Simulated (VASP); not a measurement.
# Cd4SeS3 (P3m1) in VASP: single point with PBE

Aim: the single point of Cd4SeS3 with PBE.

Program: VASP 6.6.1. These are calculated values, not measurements. Logs are shortened: lines on timing, memory, paths and dates and some standing lists are left out, and cuts for length are marked.

## (1) The cell of the first run

The structure is trigonal, space group P3m1 (No. 156). The conventional cell has a = 4.241 Å, b = 4.241 Å, c = 13.827 Å, α = 90.00°, β = 90.00°, γ = 120.00°. Within 3.4 Å of Cd (site symmetry 3m) lie 4 S at 2.57 to 2.58 Å. Within 3.4 Å of Cd (site symmetry 3m) lie 3 S at 2.58 Å and 1 Se at 2.69 Å. Within 3.4 Å of Cd (site symmetry 3m) lie 4 S at 2.57 to 2.58 Å. Within 3.4 Å of Cd (site symmetry 3m) lie 1 S at 2.57 Å and 3 Se at 2.64 Å. Se (site symmetry 3m) has 4 Cd at 2.64 to 2.69 Å within 3.5 Å. S (site symmetry 3m) has 4 Cd at 2.57 to 2.58 Å within 3.4 Å. S (site symmetry 3m) has 4 Cd at 2.57 to 2.58 Å within 3.4 Å. S (site symmetry 3m) has 4 Cd at 2.57 to 2.58 Å within 3.4 Å.

## (2) Single point, PBE

Contents of POSCAR:

```
Cd4SeS3
1.0
    4.2414691811      0.0000000000      0.0000000000
   -2.1207345905      3.6732200602      0.0000000000
    0.0000000000      0.0000000000     13.8270023044
Cd Se S
4 1 3
Direct
    0.3333333333      0.6666666667      0.0047745779
    0.3333333333      0.6666666667      0.4942736326
    0.6666666667      0.3333333333      0.2495362157
    0.6666666667      0.3333333333      0.7604341734
    0.3333333333      0.6666666667      0.6885045703
    0.3333333333      0.6666666667      0.1908310017
    0.6666666667      0.3333333333      0.4356191517
    0.6666666667      0.3333333333      0.9460266769
```

Contents of INCAR.step1:

```
SYSTEM = Cd4SeS3
ALGO = Normal
EDIFF = 1E-7
ENCUT = 520
GGA = PE
ISIF = 2
ISMEAR = 0
LASPH = .True.
LCHARG = .True.
LREAL = .False.
LWAVE = .False.
NBANDS = 46
NELM = 100
PREC = Accurate
SIGMA = 0.02
```

Contents of KPOINTS.step1:

```
k-points
0
Gamma
  6 6 2
  0 0 0
```

Contents of INCAR.step2:

```
SYSTEM = Cd4SeS3
ALGO = Normal
EDIFF = 1E-7
ENCUT = 520
GGA = PE
ICHARG = 11
ISIF = 2
ISMEAR = -5
LASPH = .True.
LCHARG = .False.
LORBIT = 11
LREAL = .False.
LWAVE = .False.
NEDOS = 1001
NELM = 100
PREC = Accurate
SIGMA = 0.02
```

Contents of KPOINTS.step2:

```
k-points
0
Gamma
  9 9 3
  0 0 0
```

Potentials or basis: VASP PAW PBE potentials, release 64 (Cd, Se, S).

Command:

```bash
$ cat potpaw_PBE.64/Cd/POTCAR potpaw_PBE.64/Se/POTCAR potpaw_PBE.64/S/POTCAR > POTCAR
$ cp INCAR.step1 INCAR
$ cp KPOINTS.step1 KPOINTS
$ mpirun -np 1 vasp_std > vasp.out
$ cp INCAR.step2 INCAR
$ cp KPOINTS.step2 KPOINTS
$ mpirun -np 1 vasp_std > vasp.out
```

OUTCAR:

```text
SYSTEM = Cd4SeS3
   EDIFF = 1E-7
   ENCUT = 520
   GGA = PE
   ICHARG = 11
   ISIF = 2
   ISMEAR = -5
   LASPH = .True.
   LORBIT = 11
   LREAL = .False.
   NELM = 100
   PREC = Accurate

 ion  position               nearest neighbor table
   1  0.333  0.667  0.005-   6 2.57   8 2.58   8 2.58   8 2.58
   2  0.333  0.667  0.494-   7 2.58   7 2.58   7 2.58   5 2.69
   3  0.667  0.333  0.250-   7 2.57   6 2.58   6 2.58   6 2.58
   4  0.667  0.333  0.760-   8 2.57   5 2.64   5 2.64   5 2.64
   5  0.333  0.667  0.689-   4 2.64   4 2.64   4 2.64   2 2.69
   6  0.333  0.667  0.191-   1 2.57   3 2.58   3 2.58   3 2.58
   7  0.667  0.333  0.436-   3 2.57   2 2.58   2 2.58   2 2.58
   8  0.667  0.333  0.946-   4 2.57   1 2.58   1 2.58   1 2.58

  LATTYP: Found a hexagonal cell.
 ALAT       =     4.2414691811
 C/A-ratio  =     3.2599558582

  Lattice vectors:

 A1 = (   4.2414691811,   0.0000000000,   0.0000000000)
 A2 = (  -2.1207345905,   3.6732200602,   0.0000000000)
 A3 = (   0.0000000000,   0.0000000000,  13.8270023044)

Analysis of symmetry for initial positions (statically):
=====================================================================
 Subroutine PRICEL returns:
 Original cell was already a primitive cell.

 Routine SETGRP: Setting up the symmetry group for a
 hexagonal supercell.

 Subroutine GETGRP returns: Found  6 space group operations
 (whereof  6 operations were pure point group operations)
 out of a pool of 24 trial point group operations.

The static configuration has the point symmetry C_3v.

Analysis of symmetry for dynamics (positions and initial velocities):
=====================================================================
 Subroutine PRICEL returns:
 Original cell was already a primitive cell.

 Routine SETGRP: Setting up the symmetry group for a
 hexagonal supercell.

 Subroutine GETGRP returns: Found  6 space group operations
 (whereof  6 operations were pure point group operations)
 out of a pool of 24 trial point group operations.

The dynamic configuration has the point symmetry C_3v.

 Subroutine INISYM returns: Found  6 space group operations
 (whereof  6 operations are pure point group operations),
 and found     1 'primitive' translations

----------------------------------------------------------------------------------------

                                     Primitive cell

  volume of cell :     215.4226

  direct lattice vectors                    reciprocal lattice vectors
     4.241469181  0.000000000  0.000000000     0.235767362  0.136120350  0.000000000
    -2.120734591  3.673220060  0.000000000     0.000000000  0.272240700  0.000000000
     0.000000000  0.000000000 13.827002304     0.000000000  0.000000000  0.072322256

  length of vectors
     4.241469181  4.241469181 13.827002304     0.272240700  0.272240700  0.072322256

  position of ions in fractional coordinates (direct lattice)
     0.333333333  0.666666667  0.004774578
     0.333333333  0.666666667  0.494273633
     0.666666667  0.333333333  0.249536216
     0.666666667  0.333333333  0.760434173
     0.333333333  0.666666667  0.688504570
     0.333333333  0.666666667  0.190831002
     0.666666667  0.333333333  0.435619152
     0.666666667  0.333333333  0.946026677

  ion indices of the primitive-cell ions
   primitive index   ion index
                 1           1
                 2           2
                 3           3
                 4           4
                 5           5
                 6           6
                 7           7
                 8           8

----------------------------------------------------------------------------------------

 KPOINTS: k-points

Automatic generation of k-mesh.
 Grid dimensions read from file:
 generate k-points for:    9    9    3

 Generating k-lattice:

  Cartesian coordinates                     Fractional coordinates (reciprocal lattice)
     0.026196374  0.015124483  0.000000000     0.111111111 -0.000000000  0.000000000
     0.000000000  0.030248967  0.000000000     0.000000000  0.111111111  0.000000000
     0.000000000  0.000000000  0.024107419     0.000000000  0.000000000  0.333333333

  Length of vectors
     0.030248967  0.030248967  0.024107419

  Shift w.r.t. Gamma in fractional coordinates (k-lattice)
     0.000000000  0.000000000  0.000000000

 TETIRR: Found    321 inequivalent tetrahedra from     1458

 Subroutine IBZKPT returns following result:
 ===========================================

 Found     31 irreducible k-points:

 Following reciprocal coordinates:
            Coordinates               Weight
  0.000000  0.000000  0.000000      1.000000
  0.111111 -0.000000  0.000000      6.000000
  0.222222 -0.000000  0.000000      6.000000
  0.333333 -0.000000  0.000000      6.000000
  0.444444 -0.000000  0.000000      6.000000
  0.111111  0.111111  0.000000      6.000000
[... 16 lines left out ...]
  0.222222  0.111111  0.333333     12.000000
 -0.111111  0.333333  0.333333     12.000000
 [... further k-points ...]
   k-points           NKPTS =     31   k-points in BZ     NKDIM =     31   number of bands    NBANDS=     43
   number of dos      NEDOS =   1001   number of ions     NIONS =      8
   total plane-waves  NPLWV = 110592
   dimension x,y,z NGX =    32 NGY =   32 NGZ =  108
   dimension x,y,z NGXF=    64 NGYF=   64 NGZF=  216
   ions per type =               4   1   3
   NGX,Y,Z   is equivalent  to a cutoff of  12.54, 12.54, 12.99 a.u.
   NGXF,Y,Z  is equivalent  to a cutoff of  25.09, 25.09, 25.97 a.u.
 SYSTEM =  Cd4SeS3
   PREC   = accura    normal or accurate (medium, high low for compatibility)
   ISTART =      0    job   : 0-new  1-cont  2-samecut
   ICHARG =     11    charge: 1-file 2-atom 10-const
   ISPIN  =      1    spin polarized calculation?
   LNONCOLLINEAR =      F non collinear calculations
   LSORBIT =      F    spin-orbit coupling
   LASPH  =      T    aspherical Exc in radial PAW
   ENCUT  =  520.0 eV  38.22 Ry    6.18 a.u.   7.89  7.89 25.71*2*pi/ulx,y,z
   NELM   =    100;   NELMIN=  2; NELMDL=  0     # of ELM steps
   EDIFF  = 0.1E-06   stopping-criterion for ELM
   LREAL  =      F    real-space projection
   EDIFFG = 0.1E-05   stopping-criterion for IOM
   NSW    =      0    number of steps for IOM
   IBRION =     -1    ionic relax: 0-MD 1-quasi-New 2-CG
   NFREE  =      0    steps in history (QN), initial steepest desc. (CG)
   ISIF   =      2    stress and relaxation
   ISYM   =      2    0-nonsym 1-usesym 2-fastsym
   POTIM  = 0.5000    time-step for ionic-motion
   TEBEG  =    0.0;   TEEND  =   0.0 temperature during run
   PSTRESS=    0.0 pullay stress
   NELECT =      72.0000    total number of electrons
   NUPDOWN=      -1.0000    fix difference up-down
   EMIN   =  10.00;   EMAX   =-10.00  energy-range for DOS
   EFERMI =   0.00;   METHOD = LEGACY
   ISMEAR =    -5;   SIGMA  =   0.02  broadening in eV -4-tet -1-fermi 0-gaus
   EFERMI_NEDOS =   21; number of points for ismear=-14 and -15
   IALGO  =     38    algorithm
   IMIX   =      4    mixing-type and parameters
     AMIX     =   0.40;   BMIX     =  1.00
     AMIX_MAG =   1.60;   BMIX_MAG =  1.00
  volume/ion in A,a.u.               =      26.93       181.72
  Fermi-wavevector in a.u.,A,eV,Ry     =   1.136114  2.146944 17.561787  1.290755
  Thomas-Fermi vector in A             =   2.272819
   LORBIT       =     11    0 simple, 1 ext, 2 COOP (PROOUT), +10 PAW based schemes
   GGA     = PE    functional components
   LHFCALC =     F    Hartree Fock is set to
   AEXX    =    0.0000 exact exchange contribution
   IVDW    =     0    specifies the selected vdW correction
   LEPSILON=     F    determine dielectric tensor
   LRPA    =     F    only Hartree local field effects (RPA)
 non-spin polarized calculation
 Fermi weights with tetrahedron method with Bloechl corrections
  energy-cutoff  :      520.00
  volume of cell :      215.42
 maximum number of plane-waves:      5841

 number of electron      72.0000003 magnetization

 Free energy of the ion-electron system (eV)
  ---------------------------------------------------
  ext. energy  EPLUGINS =         0.00000000
  ---------------------------------------------------
  free energy    TOTEN  =       -23.90297979 eV

  energy without entropy =      -23.90297979  energy(sigma->0) =      -23.90297979

 E-fermi :   1.0175     XC(G=0):  -8.8468

 val. band max:        1.0172498790   @ k =   0.0000   0.0000   0.0000
 cond. band min:       1.7587640440   @ k =   0.0000   0.0000   0.0000
 fundamental gap:      0.7415141650
 Fermi energy:         1.0175498518

 k-point     1 :       0.0000    0.0000    0.0000
  band No.  band energies     occupation
      1     -11.3328      2.00000
      2     -11.1472      2.00000
      3     -11.1360      2.00000
      4     -10.9549      2.00000
      5      -6.8176      2.00000
      6      -6.8176      2.00000
[... 35 lines left out ...]
     42       6.9959      0.00000
     43       7.1214      0.00000

 k-point     2 :       0.1111   -0.0000    0.0000
  band No.  band energies     occupation
      1     -11.2946      2.00000
      2     -11.1180      2.00000
      3     -11.1083      2.00000
      4     -10.9379      2.00000
      5      -6.8027      2.00000
      6      -6.8010      2.00000
[... 1004 lines left out ...]
 k-point    24 :      -0.1111    0.3333    0.3333
  band No.  band energies     occupation
      1     -11.0983      2.00000
      2     -11.0453      2.00000
      3     -10.9292      2.00000
      4     -10.8827      2.00000
      5      -6.7438      2.00000
      6      -6.7405      2.00000
[... 35 lines left out ...]
     42       6.2100      0.00000
     43       6.3067      0.00000

 [... further k-points ...]

------------------------ aborting loop because EDIFF is reached ----------------------------------------

  FORCE on cell =-STRESS in cart. coord.  units (eV):
  Direction    XX          YY          ZZ          XY          YZ          ZX
  --------------------------------------------------------------------------------------
  -------------------------------------------------------------------------------------
  Total        0.3442321      0.3442321      0.3718884      0.0000000      0.0000000     -0.0000000
  in kB        2.5601807      2.5601807      2.7658710      0.0000000      0.0000000     -0.0000000
  external PRESSURE =       2.6287442 kB  Pullay stress =       0.0000000 kB

 VOLUME and BASIS-vectors are now :
 -----------------------------------------------------------------------------
  energy-cutoff  :      520.00
  volume of cell :      215.42
      direct lattice vectors                 reciprocal lattice vectors
     4.241469181  0.000000000  0.000000000     0.235767362  0.136120350  0.000000000
    -2.120734591  3.673220060  0.000000000     0.000000000  0.272240700  0.000000000
     0.000000000  0.000000000 13.827002304     0.000000000  0.000000000  0.072322256

 POSITION                                       TOTAL-FORCE (eV/Angst)
 -----------------------------------------------------------------------------------
     -0.00000      2.44881      0.06602         0.000000     -0.000000     -0.004784
     -0.00000      2.44881      6.83432        -0.000000      0.000000      0.002385
      2.12073      1.22441      3.45034        -0.000000      0.000000     -0.004927
      2.12073      1.22441     10.51453        -0.000000      0.000000      0.001618
     -0.00000      2.44881      9.51995         0.000000     -0.000000     -0.012633
     -0.00000      2.44881      2.63862         0.000000     -0.000000      0.005031
      2.12073      1.22441      6.02331         0.000000     -0.000000      0.005129
      2.12073      1.22441     13.08071         0.000000     -0.000000      0.008180
 -----------------------------------------------------------------------------------
    total drift:                               -0.000096      0.000056      0.001957

  FREE ENERGIE OF THE ION-ELECTRON SYSTEM (eV)
  ---------------------------------------------------
  free  energy   TOTEN  =       -23.9029797879 eV

  energy  without entropy=      -23.9029797879  energy(sigma->0) =      -23.90297979

 total charge

# of ion       s       p       d       tot
------------------------------------------
    1        0.414   0.291   9.565  10.270
    2        0.418   0.286   9.562  10.266
    3        0.414   0.291   9.564  10.270
    4        0.437   0.308   9.557  10.302
    5        1.444   2.390   0.021   3.854
    6        1.325   2.378   0.000   3.703
    7        1.326   2.376   0.000   3.702
    8        1.326   2.377   0.000   3.702
--------------------------------------------------
tot          7.104  10.697  38.269  56.070
```

Run time: 4.8 min. Hardware: 1 thread of Intel Xeon Platinum 8488C (Sapphire Rapids), shared host; peak memory 0.45 GiB.

What came out:

```yaml
Valence_electrons_inside_the_program's_atomic_spheres: Cd 10.27, 10.30 (each value once); Se 3.85; S 3.70
```
